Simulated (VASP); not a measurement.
# AlGa3O6 (R3) in VASP: further runs

The runs below take AlGa3O6 through single point, with PBE.

All numbers are computed with VASP 6.6.1; they aren't measurements. Logs are shortened: lines on timing, memory, paths and dates and some standing lists are left out, and cuts for length are marked.

**1. The cell of the first run**

It takes space group R3 (No. 146, trigonal). The conventional cell has a = 4.995 Å, b = 4.995 Å, c = 13.494 Å, α = 90.00°, β = 90.00°, γ = 120.00°. Within 2.5 Å of Al (site symmetry 3) lie 6 O at 1.90 to 1.99 Å. Ga (site symmetry 3) has 6 O at 1.94 to 2.12 Å within 2.6 Å. Ga (site symmetry 3) has 6 O at 1.94 to 2.10 Å within 2.6 Å. Within 2.6 Å of Ga (site symmetry 3) lie 6 O at 1.95 to 2.11 Å. O (site symmetry 1) has 3 Ga at 1.94 to 2.12 Å and 1 Al at 1.99 Å and 8 O at 2.58 to 2.88 Å within 2.9 Å. O (site symmetry 1) has 1 Al at 1.90 Å and 3 Ga at 1.94 to 2.11 Å within 2.5 Å.

**2. Single point, PBE**

Contents of INCAR:

```
SYSTEM = AlGa3O6
PREC = Accurate
ENCUT = 520
EDIFF = 1E-6
ISMEAR = 0
SIGMA = 0.1
LREAL = .FALSE.
LASPH = .TRUE.
NELM = 100
ALGO = Normal
ISIF = 2
LWAVE = .FALSE.
LCHARG = .FALSE.
GGA = PE
NBANDS = 50
```

Contents of KPOINTS:

```
Automatic mesh
0
G
  6 6 6
  0 0 0
```

Contents of POSCAR:

```
AlGa3O6
1.0
    2.4974762999      1.4419186141      4.4979379829
   -2.4974762999      1.4419186141      4.4979379829
    0.0000000000     -2.8838372281      4.4979379829
Al Ga O
1 3 6
Direct
    0.8504151993      0.8504151993      0.8504151993
    0.6405724276      0.6405724276      0.6405724276
    0.1449936459      0.1449936459      0.1449936459
    0.3557576903      0.3557576903      0.3557576903
    0.0529461867      0.4570408821      0.7486609385
    0.7486609385      0.0529461867      0.4570408821
    0.4570408821      0.7486609385      0.0529461867
    0.9472825494      0.5670931389      0.2352373414
    0.2352373414      0.9472825494      0.5670931389
    0.5670931389      0.2352373414      0.9472825494
```

Potentials or basis: VASP PAW PBE potentials, release 64 (Al, Ga_d, O).

The run is started by

```bash
$ cat potpaw_PBE.64/Al/POTCAR potpaw_PBE.64/Ga_d/POTCAR potpaw_PBE.64/O/POTCAR > POTCAR
$ mpirun -np 1 vasp_std > vasp.out
```

OUTCAR:

```text
SYSTEM = AlGa3O6
   PREC = Accurate
   ENCUT = 520
   EDIFF = 1E-6
   ISMEAR = 0
   LREAL = .FALSE.
   LASPH = .TRUE.
   NELM = 100
   ISIF = 2
   GGA = PE

 ion  position               nearest neighbor table
   1  0.850  0.850  0.850-  10 1.90   8 1.90   9 1.90   5 1.99   6 1.99   7 1.99   2 2.83   3 2.93
                             3 2.93   3 2.93
   2  0.641  0.641  0.641-   9 1.94   8 1.94  10 1.94   5 2.12   7 2.12   6 2.12   1 2.83
   3  0.145  0.145  0.145-   7 1.94   5 1.94   6 1.94   8 2.10   9 2.10  10 2.10   4 2.84   1 2.93
                             1 2.93   1 2.93
   4  0.356  0.356  0.356-   6 1.95   5 1.95   7 1.95   8 2.11  10 2.11   9 2.11   3 2.84
   5  0.053  0.457  0.749-   3 1.94   4 1.95   1 1.99   2 2.12
   6  0.749  0.053  0.457-   3 1.94   4 1.95   1 1.99   2 2.12
   7  0.457  0.749  0.053-   3 1.94   4 1.95   1 1.99   2 2.12
   8  0.947  0.567  0.235-   1 1.90   2 1.94   3 2.10   4 2.11
   9  0.235  0.947  0.567-   1 1.90   2 1.94   3 2.10   4 2.11
  10  0.567  0.235  0.947-   1 1.90   2 1.94   3 2.10   4 2.11

  LATTYP: Found a trigonal (rhomboedric) cell.
 ALAT       =     5.3430294081
 COS(alpha) =     0.5630239669

  Lattice vectors:

 A1 = (   2.4974762999,   1.4419186141,   4.4979379829)
 A2 = (  -2.4974762999,   1.4419186141,   4.4979379829)
 A3 = (   0.0000000000,  -2.8838372281,   4.4979379829)

Analysis of symmetry for initial positions (statically):
=====================================================================
 Subroutine PRICEL returns:
 Original cell was already a primitive cell.

 Routine SETGRP: Setting up the symmetry group for a
 trigonal (rhombohedral) supercell.

 Subroutine GETGRP returns: Found  3 space group operations
 (whereof  3 operations were pure point group operations)
 out of a pool of 12 trial point group operations.

The static configuration has the point symmetry C_3 .

Analysis of symmetry for dynamics (positions and initial velocities):
=====================================================================
 Subroutine PRICEL returns:
 Original cell was already a primitive cell.

 Routine SETGRP: Setting up the symmetry group for a
 trigonal (rhombohedral) supercell.

 Subroutine GETGRP returns: Found  3 space group operations
 (whereof  3 operations were pure point group operations)
 out of a pool of 12 trial point group operations.

The dynamic configuration has the point symmetry C_3 .

 Subroutine INISYM returns: Found  3 space group operations
 (whereof  3 operations are pure point group operations),
 and found     1 'primitive' translations

----------------------------------------------------------------------------------------

                                     Primitive cell

  volume of cell :      97.1867

  direct lattice vectors                    reciprocal lattice vectors
     2.497476300  1.441918614  4.497937983     0.200202100  0.115586736  0.074108032
    -2.497476300  1.441918614  4.497937983    -0.200202100  0.115586736  0.074108032
     0.000000000 -2.883837228  4.497937983     0.000000000 -0.231173473  0.074108032

  length of vectors
     5.343029408  5.343029408  5.343029408     0.242761560  0.242761560  0.242761560

  position of ions in fractional coordinates (direct lattice)
     0.850415199  0.850415199  0.850415199
     0.640572428  0.640572428  0.640572428
     0.144993646  0.144993646  0.144993646
     0.355757690  0.355757690  0.355757690
     0.052946187  0.457040882  0.748660939
     0.748660939  0.052946187  0.457040882
     0.457040882  0.748660939  0.052946187
     0.947282549  0.567093139  0.235237341
     0.235237341  0.947282549  0.567093139
     0.567093139  0.235237341  0.947282549

  ion indices of the primitive-cell ions
   primitive index   ion index
                 1           1
                 2           2
                 3           3
                 4           4
                 5           5
                 6           6
                 7           7
                 8           8
                 9           9
                10          10

----------------------------------------------------------------------------------------

 KPOINTS: Automatic mesh

Automatic generation of k-mesh.
 Grid dimensions read from file:
 generate k-points for:    6    6    6

 Generating k-lattice:

  Cartesian coordinates                     Fractional coordinates (reciprocal lattice)
     0.033367017  0.019264456  0.012351339     0.166666667  0.000000000  0.000000000
    -0.033367017  0.019264456  0.012351339     0.000000000  0.166666667  0.000000000
     0.000000000 -0.038528912  0.012351339     0.000000000  0.000000000  0.166666667

  Length of vectors
     0.040460260  0.040460260  0.040460260

  Shift w.r.t. Gamma in fractional coordinates (k-lattice)
     0.000000000  0.000000000  0.000000000

 Subroutine IBZKPT returns following result:
 ===========================================

 Found     40 irreducible k-points:

[... 39 lines left out ...]
   TEBEG  =    0.0;   TEEND  =   0.0 temperature during run
   PSTRESS=    0.0 pullay stress
   NELECT =      78.0000    total number of electrons
   NUPDOWN=      -1.0000    fix difference up-down
   EMIN   =  10.00;   EMAX   =-10.00  energy-range for DOS
   EFERMI =   0.00;   METHOD = LEGACY
   ISMEAR =     0;   SIGMA  =   0.10  broadening in eV -4-tet -1-fermi 0-gaus
   EFERMI_NEDOS =   21; number of points for ismear=-14 and -15
   IALGO  =     38    algorithm
   IMIX   =      4    mixing-type and parameters
     AMIX     =   0.40;   BMIX     =  1.00
     AMIX_MAG =   1.60;   BMIX_MAG =  1.00
  volume/ion in A,a.u.               =       9.72        65.58
  Fermi-wavevector in a.u.,A,eV,Ry     =   1.521379  2.874989 31.491964  2.314594
  Thomas-Fermi vector in A             =   2.630102
   LORBIT       =      0    0 simple, 1 ext, 2 COOP (PROOUT), +10 PAW based schemes
   GGA     = PE    functional components
   LHFCALC =     F    Hartree Fock is set to
   AEXX    =    0.0000 exact exchange contribution
   IVDW    =     0    specifies the selected vdW correction
   LEPSILON=     F    determine dielectric tensor
   LRPA    =     F    only Hartree local field effects (RPA)
 non-spin polarized calculation
 Gauss-broadening in eV      SIGMA  =   0.10
  energy-cutoff  :      520.00
  volume of cell :       97.19
 maximum number of plane-waves:      2636
   NGX = 19   NGY = 19   NGZ = 19

 number of electron      77.9999996 magnetization

 Free energy of the ion-electron system (eV)
  ---------------------------------------------------
  ext. energy  EPLUGINS =         0.00000000
  ---------------------------------------------------
  free energy    TOTEN  =       -63.18774658 eV

  energy without entropy =      -63.18774658  energy(sigma->0) =      -63.18774658

 E-fermi :   4.9706     XC(G=0): -11.8818

 val. band max:        4.5463670420   @ k =  -0.1667   0.1667   0.0000
 cond. band min:       7.5853415617   @ k =   0.0000   0.0000   0.0000
 fundamental gap:      3.0389745197
 Fermi energy:         4.9706444117

 k-point     1 :       0.0000    0.0000    0.0000
  band No.  band energies     occupation
      1     -14.2585      2.00000
      2     -12.3089      2.00000
      3     -12.3089      2.00000
      4     -12.2872      2.00000
      5     -12.0895      2.00000
      6     -12.0895      2.00000
[... 42 lines left out ...]
     49      15.7443      0.00000
     50      17.4433      0.00000

 k-point     2 :       0.1667   -0.0000    0.0000
  band No.  band energies     occupation
      1     -14.1363      2.00000
      2     -12.4476      2.00000
      3     -12.3321      2.00000
      4     -12.2581      2.00000
      5     -12.1247      2.00000
      6     -12.0953      2.00000
[... 42 lines left out ...]
     49      16.1842      0.00000
     50      17.1330      0.00000

 k-point     3 :       0.3333    0.0000    0.0000
  band No.  band energies     occupation
      1     -13.7946      2.00000
      2     -12.7999      2.00000
      3     -12.3766      2.00000
      4     -12.2618      2.00000
      5     -12.1620      2.00000
      6     -12.1057      2.00000
[... 1102 lines left out ...]
     49      16.5578      0.00000
     50      17.1888      0.00000

 k-point    24 :       0.5000    0.3333    0.1667
  band No.  band energies     occupation
      1     -13.5928      2.00000
      2     -12.8230      2.00000
      3     -12.4761      2.00000
      4     -12.4295      2.00000
      5     -12.1443      2.00000
      6     -12.1165      2.00000
[... 42 lines left out ...]
     49      16.8028      0.00000
     50      17.0303      0.00000

 [... further k-points ...]
[... 5 lines left out ...]
  --------------------------------------------------------------------------------------
  -------------------------------------------------------------------------------------
  Total        0.4609294      0.4609294      0.3375097      0.0000001      0.0000000     -0.0000000
  in kB        7.5986798      7.5986798      5.5640369      0.0000024      0.0000000     -0.0000000
  external PRESSURE =       6.9204655 kB  Pullay stress =       0.0000000 kB

 VOLUME and BASIS-vectors are now :
 -----------------------------------------------------------------------------
  energy-cutoff  :      520.00
  volume of cell :       97.19
      direct lattice vectors                 reciprocal lattice vectors
     2.497476300  1.441918614  4.497937983     0.200202100  0.115586736  0.074108032
    -2.497476300  1.441918614  4.497937983    -0.200202100  0.115586736  0.074108032
     0.000000000 -2.883837228  4.497937983     0.000000000 -0.231173473  0.074108032

 POSITION                                       TOTAL-FORCE (eV/Angst)
 -----------------------------------------------------------------------------------
      0.00000      0.00000     11.47534        -0.000000     -0.000000     -0.015606
      0.00000      0.00000      8.64377        -0.000000      0.000000      0.005345
      0.00000      0.00000      1.95652        -0.000000     -0.000000     -0.019975
      0.00000      0.00000      4.80053        -0.000000      0.000000      0.009677
     -1.00922     -1.42366      5.66132        -0.029198      0.000870      0.028444
      1.73753     -0.16218      5.66132         0.013846     -0.025722      0.028444
     -0.72831      1.58584      5.66132         0.015353      0.024852      0.028444
      0.94951      1.50522      7.86965        -0.027052      0.039969     -0.021591
     -1.77832      0.06969      7.86965        -0.021088     -0.043412     -0.021591
      0.82880     -1.57491      7.86965         0.048140      0.003443     -0.021591
 -----------------------------------------------------------------------------------
    total drift:                                0.000000      0.000000     -0.000268

  FREE ENERGIE OF THE ION-ELECTRON SYSTEM (eV)
  ---------------------------------------------------
  free  energy   TOTEN  =       -63.1877465830 eV

  energy  without entropy=      -63.1877465829  energy(sigma->0) =      -63.18774658
```

Run time: 3.8 min. Hardware: 1 thread of Intel Xeon Platinum 8559C (Emerald Rapids), shared host; peak memory 0.33 GiB.

What came out:

```
Free energy            : -63.1877 eV
Pressure               : 0.7 GPa
Largest force          : 0.053 eV/Å
Band gap on the k mesh : 3.04 eV (least direct gap 3.21 eV)
```

Forces in eV/Å, atoms in the order of the input:
```
Al   0.000  0.000 -0.016
Ga   0.000  0.000  0.005
Ga   0.000  0.000 -0.020
Ga   0.000  0.000  0.010
O   -0.029  0.001  0.028
O    0.014 -0.026  0.028
O    0.015  0.025  0.028
O   -0.027  0.040 -0.022
O   -0.021 -0.043 -0.022
O    0.048  0.003 -0.022
```

Stress tensor (GPa, compression positive):
```
0.76 0.00 0.00
0.00 0.76 0.00
0.00 0.00 0.56
```

Levels at points of the mesh, in eV from the valence-band top:
| k point | band 36 | band 37 | band 38 | band 39 | band 40 | band 41 | band 42 | band 43 |
| --- | --- | --- | --- | --- | --- | --- | --- | --- |
| (0.00, 0.00, 0.00) | -0.38 | -0.26 | -0.17 | -0.17 | 3.04 | 6.51 | 7.14 | 9.42 |
| (0.50, 0.00, 0.00) | -0.95 | -0.85 | -0.24 | -0.16 | 6.07 | 6.29 | 6.39 | 8.37 |
| (0.50, 0.50, 0.00) | -0.87 | -0.80 | -0.36 | -0.17 | 6.28 | 6.61 | 7.17 | 8.73 |
| (0.50, 0.50, 0.50) | -0.43 | -0.43 | -0.21 | -0.21 | 5.61 | 6.06 | 7.44 | 8.75 |

**3. Single point, PBE**

Contents of INCAR:

```
  ALGO = Normal
  EDIFF = 1E-7
  ENCUT = 520
  GGA = PE
  ISIF = 2
  ISMEAR = 0
  LASPH = T
  LCHARG = T
  LELF = T
  LREAL = F
  LVHAR = T
  LWAVE = F
  NBANDS = 50
  NELM = 80
  PREC = Accurate
  SIGMA = 0.02
```

Contents of KPOINTS:

```
k-points
0
Gamma
  6 6 6
```

Contents of POSCAR:

```
AlGa3O6
1.0
    2.4977455502      1.4420740658      4.4975765303
   -2.4977455502      1.4420740658      4.4975765303
    0.0000000000     -2.8841481315      4.4975765304
Al Ga O
1 3 6
Direct
    0.1496405927      0.1496405927      0.1496405927
    0.3593866785      0.3593866785      0.3593866785
    0.8550138182      0.8550138182      0.8550138182
    0.6442488823      0.6442488823      0.6442488823
    0.2513461107      0.5429516714      0.9470017286
    0.5429516714      0.9470017286      0.2513461107
    0.9470017286      0.2513461107      0.5429516714
    0.7647852573      0.4328562737      0.0527689865
    0.4328562737      0.0527689865      0.7647852573
    0.0527689865      0.7647852573      0.4328562737
```

Potentials or basis: VASP PAW PBE potentials, release 64 (Al, Ga_d, O).

The run is started by

```bash
$ cat potpaw_PBE.64/Al/POTCAR potpaw_PBE.64/Ga_d/POTCAR potpaw_PBE.64/O/POTCAR > POTCAR
$ mpirun -np 1 vasp_std > vasp.out
```

Wall time 3.8 min (1 thread of Intel Xeon Platinum 8559C (Emerald Rapids), shared host); peak memory 0.33 GiB.

Results (log left out):

```
Free energy            : -63.1879 eV
Pressure               : 0.7 GPa
Largest force          : 0.048 eV/Å
Band gap on the k mesh : 3.04 eV (least direct gap 3.21 eV)
```

Forces on the atoms (eV/Å):
```
Al   0.000  0.000  0.001
Ga   0.000  0.000  0.007
Ga   0.000  0.000  0.014
Ga   0.000  0.000 -0.006
O    0.016 -0.026 -0.024
O   -0.031 -0.001 -0.024
O    0.015  0.027 -0.024
O    0.044 -0.001  0.019
O   -0.023 -0.038  0.019
O   -0.021  0.039  0.019
```

Stress tensor (GPa, compression positive):
```
0.70 0.00 0.00
0.00 0.70 0.00
0.00 0.00 0.58
```

Levels at points of the mesh, in eV from the valence-band top:
```tsv
k point	band 35	band 36	band 37	band 38	band 39	band 40	band 41	band 42	band 43	band 44
(0.00, 0.00, 0.00)	-0.38	-0.38	-0.26	-0.17	-0.17	3.04	6.51	7.14	9.42	10.11
(0.50, 0.00, 0.00)	-1.08	-0.95	-0.85	-0.24	-0.16	6.06	6.29	6.39	8.37	9.73
(0.50, 0.50, 0.00)	-1.05	-0.87	-0.80	-0.36	-0.17	6.28	6.61	7.16	8.73	9.05
(0.50, 0.50, 0.50)	-1.44	-0.43	-0.43	-0.21	-0.21	5.61	6.06	7.43	8.75	9.41
```

A k mesh can miss the band edges.

**4. Single point, PBE**

This run uses another cell than the first one, of 12.56 Å³/atom.

Contents of INCAR:

```
SYSTEM = AlGa3O6
ALGO = Normal
EDIFF = 1E-6
ENCUT = 520
GGA = PE
ISIF = 2
ISMEAR = 0
LASPH = .True.
LCHARG = .False.
LREAL = .False.
LWAVE = .False.
NBANDS = 50
NELM = 60
PREC = Accurate
SIGMA = 0.1
```

Contents of KPOINTS:

```
k-points
0
Gamma
  6 6 6
  0 0 0
```

Contents of POSCAR:

```
AlGa3O6
1.0
    2.7112586800      1.5653459300      4.9342763400
   -2.7112586800      1.5653459300      4.9342763400
    0.0000000000     -3.1306918600      4.9342763400
Al Ga O
1 3 6
Direct
    0.8521600100      0.8521600100      0.8521600100
    0.6478399900      0.6478399900      0.6478399900
    0.1478399900      0.1478399900      0.1478399900
    0.3521600100      0.3521600100      0.3521600100
    0.0566800200      0.4433199800      0.7500000000
    0.7500000000      0.0566800200      0.4433199800
    0.4433199800      0.7500000000      0.0566800200
    0.9433199800      0.5566800200      0.2500000000
    0.2500000000      0.9433199800      0.5566800200
    0.5566800200      0.2500000000      0.9433199800
```

The run is started by

```bash
$ cat potpaw_PBE.64/Al/POTCAR potpaw_PBE.64/Ga_d/POTCAR potpaw_PBE.64/O/POTCAR > POTCAR
$ mpirun -np 1 vasp_std > vasp.out
```

It took 5.8 min on 1 thread of Intel Xeon Platinum 8559C (Emerald Rapids), shared host; peak memory 0.42 GiB.

It converged, with:

| Property | Result |
| --- | --- |
| Free energy | -59.7825 eV |
| Pressure | -29.4 GPa |
| Largest force | 0.719 eV/Å |
| Band gap on the k mesh | 0.78 eV (least direct gap 0.89 eV) |

Forces in eV/Å, atoms in the order of the input:
```
Al   0.000  0.000  0.114
Ga   0.000  0.000 -0.337
Ga   0.000  0.000 -0.259
Ga   0.000  0.000  0.205
O   -0.627  0.014  0.352
O    0.301 -0.550  0.352
O    0.325  0.536  0.352
O   -0.084  0.515 -0.260
O   -0.404 -0.331 -0.260
O    0.489 -0.185 -0.260
```

Stress tensor (GPa, compression positive):
```
-30.00   0.00   0.00
  0.00 -30.00   0.00
  0.00   0.00 -28.25
```

Levels at points of the mesh, in eV from the valence-band top:
| k point | band 36 | band 37 | band 38 | band 39 | band 40 | band 41 | band 42 | band 43 |
| --- | --- | --- | --- | --- | --- | --- | --- | --- |
| (0.00, 0.00, 0.00) | -0.24 | -0.24 | -0.12 | -0.12 | 0.78 | 4.68 | 5.48 | 6.90 |
| (0.50, 0.00, 0.00) | -0.61 | -0.59 | -0.17 | -0.12 | 4.03 | 4.18 | 4.53 | 5.56 |
| (0.50, 0.50, 0.00) | -0.69 | -0.58 | -0.30 | -0.15 | 4.12 | 4.52 | 5.18 | 6.20 |
| (0.50, 0.50, 0.50) | -0.28 | -0.28 | -0.18 | -0.18 | 3.55 | 3.94 | 5.40 | 6.26 |

Caveat: the cell stands under tension; semilocal functionals underestimate gaps, and a narrow one can read as zero. A k mesh can miss the band edges.

**5. Summary**

```tsv
cell	smearing	gap on the mesh (eV)	pressure (GPa)	largest force (eV/Å)
a = 5.343 Å, angles 55.7°, 10 atoms, atomic positions A	gaussian 0.1 eV	3.04	0.7	0.05
a = 5.343 Å, angles 55.7°, 10 atoms, atomic positions B	gaussian 0.02 eV	3.04	0.7	0.05
a = 5.844 Å, angles 55.3°, 10 atoms, atomic positions C	gaussian 0.1 eV	0.78	-29.4	0.72
```

Alike in all rows: task single point; level PBE; potentials or basis VASP PAW PBE potentials, release 64 (Al, Ga_d, O); no spin polarisation; k mesh 6 × 6 × 6; cutoff (eV) 520.

Caveats: the cell stands under tension (at least some runs); semilocal functionals underestimate gaps, and a narrow one can read as zero (at least some runs).

Total energies depend on the potentials used, so only differences within one code and one set of settings carry meaning.
